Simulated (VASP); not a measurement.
A run of VASP 6.6.1:

The input INCAR:

```
SYSTEM = MnO2
PREC = Accurate
ENCUT = 520
EDIFF = 1E-7
ISMEAR = -1
SIGMA = 0.05
LREAL = .FALSE.
LASPH = .TRUE.
NELM = 150
ALGO = Normal
ISIF = 2
LWAVE = .FALSE.
LCHARG = .FALSE.
ISPIN = 2
MAGMOM = 4 0 0
LORBIT = 11
LMAXMIX = 4
GGA = CA
NBANDS = 24
```

File KPOINTS:

```
regular mesh
0
G
  11 11 11
  0 0 0
```

POSCAR

```
MnO2
1.0
    1.4091292993      0.8135611802      4.5219789117
   -1.4091292993      0.8135611802      4.5219789117
    0.0000000000     -1.6271223606      4.5219789117
Mn O
1 2
Direct
    0.0000000000      0.0000000000      0.0000000000
    0.7356355100      0.7356355100      0.7356355100
    0.2643644900      0.2643644900      0.2643644900
```

Potentials or basis: VASP PAW LDA potentials, release 64 (Mn_pv, O).

Run with:

```sh
$ cat potpaw_LDA.64/Mn_pv/POTCAR potpaw_LDA.64/O/POTCAR > POTCAR
$ mpirun -np 1 vasp_std > vasp.out
```

Hardware: 1 thread of Intel(R) Xeon(R) 6975P-C (Granite Rapids), on a shared host.

Q: Estimate the wall time of this run.

A: Run time: 3.1 min on 1 thread of Intel(R) Xeon(R) 6975P-C (Granite Rapids), on a shared host, peak memory 0.29 GiB. Counts: scf iterations 17, k points 146.
